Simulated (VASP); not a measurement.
# BaAuS (Cmcm) in VASP: notebook, part 2 of 2

VASP 6.6.1. The steps go on from the part before.

## 3. Relaxation of cell and atoms, PBE

This run uses another cell than the first one, of 26.63 Å³/atom.

INCAR

```
SYSTEM = BaAuS
PREC = Accurate
ENCUT = 500
EDIFF = 1E-7
ISMEAR = -1
SIGMA = 0.1
LREAL = .FALSE.
LASPH = .TRUE.
NELM = 120
ALGO = Normal
ISIF = 3
LWAVE = .FALSE.
LCHARG = .FALSE.
GGA = PE
IBRION = 2
NSW = 60
EDIFFG = -0.01
GGA_COMPAT = .FALSE.
NELMIN = 4
```

KPOINTS

```
Automatic mesh
0
G
  4 4 3
  0 0 0
```

POSCAR

```
BaAuS
1.0
    3.1420030000      3.9125520000      0.0000000000
    3.1420030000     -3.9125520000      0.0000000000
    0.0000000000      0.0000000000     -6.4993220000
Ba Au S
2 2 2
Direct
    0.3730000000      0.6270000000      0.7500000000
    0.6270000000      0.3730000000      0.2500000000
    0.0000000000      0.0000000000      0.0000000000
    0.0000000000      0.0000000000      0.5000000000
    0.7920000000      0.2080000000      0.7500000000
    0.2080000000      0.7920000000      0.2500000000
```

Potentials or basis: VASP PAW PBE potentials, release 64 (Ba_sv, Au, S).

Launch:

```bash
cat potpaw_PBE.64/Ba_sv/POTCAR potpaw_PBE.64/Au/POTCAR potpaw_PBE.64/S/POTCAR > POTCAR
mpirun -np 1 vasp_std > vasp.out
```

OUTCAR:

```text
SYSTEM = BaAuS
   PREC = Accurate
   ENCUT = 500
   EDIFF = 1E-7
   ISMEAR = -1
   LREAL = .FALSE.
   LASPH = .TRUE.
   NELM = 120
   ISIF = 3
   GGA = PE
   IBRION = 2
   NSW = 60
   EDIFFG = -0.01
   NELMIN = 4

 ion  position               nearest neighbor table
   1  0.373  0.627  0.750-   5 3.21   5 3.21   5 3.28   3 3.34   4 3.34   6 3.50   6 3.50   4 3.67
                             3 3.67   4 3.67   3 3.67   2 3.81   2 3.81
   2  0.627  0.373  0.250-   6 3.21   6 3.21   6 3.28   3 3.34   4 3.34   5 3.50   5 3.50   3 3.67
                             4 3.67   3 3.67   4 3.67   1 3.81   1 3.81
   3  0.000  0.000  0.000-   5 2.30   6 2.30   4 3.25   4 3.25   1 3.34   2 3.34   2 3.67   1 3.67
                             2 3.67   1 3.67
   4  0.000  0.000  0.500-   5 2.30   6 2.30   3 3.25   3 3.25   1 3.34   2 3.34   2 3.67   1 3.67
                             2 3.67   1 3.67
   5  0.792  0.208  0.750-   3 2.30   4 2.30   1 3.21   1 3.21   1 3.28   2 3.50   2 3.50
   6  0.208  0.792  0.250-   3 2.30   4 2.30   2 3.21   2 3.21   2 3.28   1 3.50   1 3.50

  LATTYP: Found a base centered orthorhombic cell.
 ALAT       =     6.2840060000
 B/A-ratio  =     1.2452413317
 C/A-ratio  =     1.0342641302

  Lattice vectors:

 A1 = (   3.1420030000,   3.9125520000,   0.0000000000)
 A2 = (   3.1420030000,  -3.9125520000,   0.0000000000)
 A3 = (   0.0000000000,   0.0000000000,  -6.4993220000)

Analysis of symmetry for initial positions (statically):
=====================================================================
 Subroutine PRICEL returns:
 Original cell was already a primitive cell.

 Routine SETGRP: Setting up the symmetry group for a
 base centered orthorhombic supercell.

 Subroutine GETGRP returns: Found  8 space group operations
 (whereof  4 operations were pure point group operations)
 out of a pool of  8 trial point group operations.

The static configuration has the point symmetry C_2h.
 The point group associated with its full space group is D_2h.

Analysis of symmetry for dynamics (positions and initial velocities):
=====================================================================
 Subroutine PRICEL returns:
 Original cell was already a primitive cell.

 Routine SETGRP: Setting up the symmetry group for a
 base centered orthorhombic supercell.

 Subroutine GETGRP returns: Found  8 space group operations
[... 147 lines left out ...]
  ---------------------------------------------------
  free energy    TOTEN  =       -23.60100205 eV

  energy without entropy =      -23.49403658  energy(sigma->0) =      -23.54751931

------------------------ aborting loop because EDIFF is reached ----------------------------------------

  FORCE on cell =-STRESS in cart. coord.  units (eV):
  Direction    XX          YY          ZZ          XY          YZ          ZX
  --------------------------------------------------------------------------------------
  -------------------------------------------------------------------------------------
  Total        0.2518900      6.0291906      6.2621904      0.0000000      0.0000000      0.0000000
  in kB        2.5255545     60.4511865     62.7873402      0.0000000      0.0000000      0.0000000
  external PRESSURE =      41.9213604 kB  Pullay stress =       0.0000000 kB
[... 27 lines left out ...]
--------------------------------------- Ionic step        2  -------------------------------------------

 number of electron      54.0000002 magnetization

 E-fermi :   4.8483     XC(G=0):  -9.2953

 val. band max:        4.8385578536   @ k =  -0.2500   0.2500   0.0000
 cond. band min:       4.8641745229   @ k =   0.0000   0.0000   0.3333
 fundamental gap:      0.0256166692
 Fermi energy:         4.8483114302

 k-point     1 :       0.0000    0.0000    0.0000
  band No.  band energies     occupation
      1     -23.9550      2.00000
      2     -23.8962      2.00000
      3      -9.5123      2.00000
      4      -9.3917      2.00000
      5      -9.2002      2.00000
      6      -9.1788      2.00000
[... 552 lines left out ...]
  FREE ENERGIE OF THE ION-ELECTRON SYSTEM (eV)
  ---------------------------------------------------
  free  energy   TOTEN  =       -23.8587053892 eV

  energy  without entropy=      -23.7255763525  energy(sigma->0) =      -23.79214087

[... ionic steps 4 to 37 ...]

--------------------------------------- Ionic step       38  -------------------------------------------

 number of electron      54.0000006 magnetization

------------------------ aborting loop because EDIFF is reached ----------------------------------------
[... 75 lines left out ...]
--------------------------------------- Ionic step       40  -------------------------------------------

 number of electron      54.0000006 magnetization

 Free energy of the ion-electron system (eV)
  ---------------------------------------------------
  ext. energy  EPLUGINS =         0.00000000
  ---------------------------------------------------
  free energy    TOTEN  =       -24.30257991 eV

  energy without entropy =      -24.20138367  energy(sigma->0) =      -24.25198179

 E-fermi :   4.1316     XC(G=0):  -9.5222

 val. band max:        4.0988638829   @ k =  -0.2500   0.2500   0.0000
 cond. band min:       4.2559612410   @ k =   0.5000   0.0000   0.3333
 fundamental gap:      0.1570973581
 Fermi energy:         4.1316426659

 k-point     1 :       0.0000    0.0000    0.0000
  band No.  band energies     occupation
      1     -23.5278      2.00000
      2     -23.4661      2.00000
      3      -9.0866      2.00000
      4      -9.0838      2.00000
      5      -8.8632      2.00000
      6      -8.7237      2.00000
[... 512 lines left out ...]
  FREE ENERGIE OF THE ION-ELECTRON SYSTEM (eV)
  ---------------------------------------------------
  free  energy   TOTEN  =       -24.3025799109 eV

  energy  without entropy=      -24.2013836669  energy(sigma->0) =      -24.25198179

 reached required accuracy - stopping structural energy minimisation
```

OSZICAR:

```text
N       E                     dE             d eps       ncg     rms          rms(c)
DAV:   1     0.365014771217E+03    0.36501E+03   -0.24733E+04   896   0.147E+03
DAV:   2    -0.138062032137E+00   -0.36515E+03   -0.35697E+03  1184   0.290E+02
DAV:   3    -0.252321698283E+02   -0.25094E+02   -0.24885E+02  1232   0.738E+01
[... 475 lines left out ...]
DAV:   5    -0.243025738377E+02   -0.54857E-05   -0.69793E-05  1168   0.442E-02    0.186E-02
DAV:   6    -0.243025766331E+02   -0.27954E-05   -0.55066E-06  1224   0.106E-02    0.924E-03
DAV:   7    -0.243025789241E+02   -0.22910E-05   -0.13563E-06  1144   0.608E-03    0.349E-03
DAV:   8    -0.243025798727E+02   -0.94862E-06   -0.24710E-07   808   0.312E-03    0.149E-03
DAV:   9    -0.243025799109E+02   -0.38241E-07   -0.39886E-08   528   0.102E-03
  40 F= -.24302580E+02 E0= -.24251982E+02  d E =-.609071E-03
```

Wall time 57 min (1 thread of Intel Xeon 8259CL, shared host); peak memory 0.33 GiB.

Results:

* Free energy: -24.3026 eV
* Relaxed volume: 27.98 Å³/atom
* Relaxed cell: a = 5.565 Å, b = 5.565 Å, c = 5.923 Å, α = 90.00°, β = 90.00°, γ = 113.78°
* Space group after relaxing (to 0.1 Å): Cmcm (No. 63)
* Energy gained by relaxing: 116.9 meV/atom
* Ionic steps: 40
* Pressure after relaxing: 0.0 GPa
* Band gap on the k mesh: zero (bands 27 and 28 overlap by 1.13 eV)

Forces on the atoms (eV/Å):
```
Ba   0.000  0.003  0.000
Ba   0.000 -0.003  0.000
Au   0.000  0.000  0.000
Au   0.000  0.000  0.000
S    0.000  0.003  0.000
S    0.000 -0.003  0.000
```

Step by step:
```csv
step,energy change (eV),largest force (eV/Å),pressure (GPa),volume (Å³)
1,0.0000,1.3043,4.19,159.80
2,-0.2393,0.3859,-1.53,176.33
3,-0.2577,0.3580,-0.59,172.10
4,-0.2818,0.3029,-0.19,170.27
5,-0.2955,0.2143,0.51,167.58
6,-0.3149,0.1799,0.22,168.59
7,-0.3427,0.1617,-0.40,171.52
8,-0.3439,0.1617,-0.52,172.21
9,-0.3626,0.2156,-0.02,169.59
10,-0.3713,0.3156,0.66,166.55
11,-0.3799,0.3392,0.71,166.19
12,-0.4042,0.4169,0.86,165.08
13,-0.4299,0.6081,1.41,162.77
14,-0.4609,0.5813,1.11,163.56
15,-0.5221,0.5253,0.34,165.81
16,-0.4761,0.3894,0.02,169.75
17,-0.5322,0.4897,0.04,167.13
18,-0.5595,0.4263,-0.04,167.17
19,-0.6207,0.2476,-0.20,167.22
20,-0.6581,0.2050,-0.25,167.09
21,-0.6589,0.2071,-0.26,167.12
22,-0.6684,0.2030,0.13,165.69
23,-0.6723,0.1941,0.63,164.02
24,-0.6778,0.1784,0.56,164.21
25,-0.6896,0.1245,0.36,164.80
26,-0.6906,0.1002,0.04,165.96
27,-0.6942,0.0621,0.18,165.40
28,-0.6962,0.0670,0.03,165.92
29,-0.6968,0.0714,-0.12,166.42
30,-0.6977,0.0544,-0.02,166.18
31,-0.6982,0.0314,0.13,165.79
32,-0.6990,0.0310,0.09,166.12
33,-0.7005,0.0313,-0.01,167.09
34,-0.7007,0.0322,-0.05,167.56
35,-0.7010,0.0270,0.05,167.34
36,-0.7010,0.0286,0.08,167.26
37,-0.7012,0.0235,0.06,167.39
38,-0.7015,0.0108,0.02,167.68
39,-0.7013,0.0151,-0.07,168.28
40,-0.7016,0.0027,-0.01,167.88
```

Final structure:
```cif
data_structure
_symmetry_space_group_name_H-M 'P 1'
_symmetry_Int_Tables_number 1
_cell_length_a 5.5651
_cell_length_b 5.5651
_cell_length_c 5.9234
_cell_angle_alpha 90.000
_cell_angle_beta 90.000
_cell_angle_gamma 113.781
_cell_volume 167.88
loop_
_atom_site_label
_atom_site_type_symbol
_atom_site_fract_x
_atom_site_fract_y
_atom_site_fract_z
_atom_site_occupancy
Ba1 Ba 0.34213 0.65787 0.75000 1
Ba2 Ba 0.65787 0.34213 0.25000 1
Au1 Au 0.00000 0.00000 0.00000 1
Au2 Au 0.00000 0.00000 0.50000 1
S1 S 0.74378 0.25622 0.75000 1
S2 S 0.25622 0.74378 0.25000 1
```

Levels at points of the mesh, in eV from the Fermi level:
| k point | band 24 | band 25 | band 26 | band 27 | band 28 | band 29 | band 30 | band 31 |
| --- | --- | --- | --- | --- | --- | --- | --- | --- |
| (0.00, 0.00, 0.00) | -2.00 | -1.90 | -1.22 | -0.56 | 0.67 | 0.88 | 2.07 | 2.44 |
| (0.50, 0.00, 0.00) | -2.48 | -1.92 | -1.20 | 0.19 | 1.23 | 1.51 | 1.71 | 1.87 |
| (0.50, 0.50, 0.00) | -2.50 | -1.64 | -0.98 | 0.74 | 0.79 | 0.96 | 1.72 | 1.95 |

Caveat: spin-orbit coupling is left out, which moves the levels of the heavy elements.

## 4. Relaxation of cell and atoms, PBE

This run uses another cell than the first one, of 26.63 Å³/atom.

INCAR

```
PREC     = Accurate       # precision mode
ENCUT    = 500            # plane-wave cutoff, eV
EDIFF    = 1E-7           # SCF threshold, eV
ISMEAR   = -1             # smearing method
SIGMA    = 0.1            # smearing width, eV
LREAL    = F              # projectors in reciprocal space
LASPH    = T              # aspherical terms in the spheres
NELM     = 120            # most SCF steps
ALGO     = Normal         # electronic algorithm
ISIF     = 3              # what is computed and relaxed
LWAVE    = F              # write WAVECAR
LCHARG   = F              # write CHGCAR
GGA      = PE             # functional
IBRION   = 2              # ionic algorithm
NSW      = 60             # ionic steps
EDIFFG   = -0.01          # ionic threshold
GGA_COMPAT= F            
NELMIN   = 4
```

KPOINTS

```
Automatic mesh
0
Gamma
  4 4 3
```

POSCAR is that of step 3.

Launch:

```bash
cat potpaw_PBE.64/Ba_sv/POTCAR potpaw_PBE.64/Au/POTCAR potpaw_PBE.64/S/POTCAR > POTCAR
mpirun -np 1 vasp_std > vasp.out
```

Wall time 51 min (1 thread of Intel Xeon 8259CL, shared host); peak memory 0.33 GiB.

The run converged. Its results:

```yaml
Free_energy: -24.3026 eV
Relaxed_volume: 27.98 Å³/atom
Relaxed_cell: a = 5.565 Å, b = 5.565 Å, c = 5.923 Å, α = 90.00°, β = 90.00°, γ = 113.78°
Space_group_after_relaxing_to_0.1_Å: Cmcm (No. 63)
Energy_gained_by_relaxing: 116.9 meV/atom
Ionic_steps: 40
Pressure_after_relaxing: 0.0 GPa
Band_gap_on_the_k_mesh: zero (bands 27 and 28 overlap by 1.13 eV)
```

Forces on the atoms (eV/Å):
```
Ba   0.000  0.003  0.000
Ba   0.000 -0.003  0.000
Au   0.000  0.000  0.000
Au   0.000  0.000  0.000
S    0.000  0.003  0.000
S    0.000 -0.003  0.000
```

Step by step:
```csv
step,energy change (eV),largest force (eV/Å),pressure (GPa),volume (Å³)
1,0.0000,1.3043,4.19,159.80
2,-0.2393,0.3859,-1.53,176.33
3,-0.2577,0.3580,-0.59,172.10
4,-0.2818,0.3029,-0.19,170.27
5,-0.2955,0.2143,0.51,167.58
6,-0.3149,0.1799,0.22,168.59
7,-0.3427,0.1617,-0.40,171.52
8,-0.3439,0.1617,-0.52,172.21
9,-0.3626,0.2156,-0.02,169.59
10,-0.3713,0.3156,0.66,166.55
11,-0.3799,0.3392,0.71,166.19
12,-0.4042,0.4169,0.86,165.08
13,-0.4299,0.6081,1.41,162.77
14,-0.4609,0.5813,1.11,163.56
15,-0.5221,0.5253,0.34,165.81
16,-0.4761,0.3894,0.02,169.75
17,-0.5322,0.4897,0.04,167.13
18,-0.5595,0.4263,-0.04,167.17
19,-0.6207,0.2476,-0.20,167.22
20,-0.6581,0.2050,-0.25,167.09
21,-0.6589,0.2071,-0.26,167.12
22,-0.6684,0.2030,0.13,165.69
23,-0.6723,0.1941,0.63,164.02
24,-0.6778,0.1784,0.56,164.21
25,-0.6896,0.1245,0.36,164.80
26,-0.6906,0.1002,0.04,165.96
27,-0.6942,0.0621,0.18,165.40
28,-0.6962,0.0670,0.03,165.92
29,-0.6968,0.0714,-0.12,166.42
30,-0.6977,0.0544,-0.02,166.18
31,-0.6982,0.0314,0.13,165.79
32,-0.6990,0.0310,0.09,166.12
33,-0.7005,0.0313,-0.01,167.09
34,-0.7007,0.0322,-0.05,167.56
35,-0.7010,0.0270,0.05,167.34
36,-0.7010,0.0286,0.08,167.26
37,-0.7012,0.0235,0.06,167.39
38,-0.7015,0.0108,0.02,167.68
39,-0.7013,0.0151,-0.07,168.28
40,-0.7016,0.0027,-0.01,167.88
```

Final structure:
```
Ba Au S
1.0
     3.03990    4.66153    0.00000
     3.03990   -4.66153    0.00000
     0.00000    0.00000   -5.92341
Ba Au S
2 2 2
Cartesian
  3.0399 -1.4718 -4.4426
  3.0399 1.4718 -1.4809
  0.0000 0.0000 0.0000
  0.0000 0.0000 -2.9617
  3.0399 2.2728 -4.4426
  3.0399 -2.2728 -1.4809
```

Levels at points of the mesh, in eV from the Fermi level:
```
           k point  band 24  band 25  band 26  band 27  band 28  band 29  band 30  band 31
(0.00, 0.00, 0.00)    -2.00    -1.90    -1.22    -0.56     0.67     0.88     2.07     2.44
(0.50, 0.00, 0.00)    -2.48    -1.92    -1.20     0.19     1.23     1.51     1.71     1.87
(0.50, 0.50, 0.00)    -2.50    -1.64    -0.98     0.74     0.79     0.96     1.72     1.95
```

Caveat: spin-orbit coupling is left out, which moves the levels of the heavy elements.
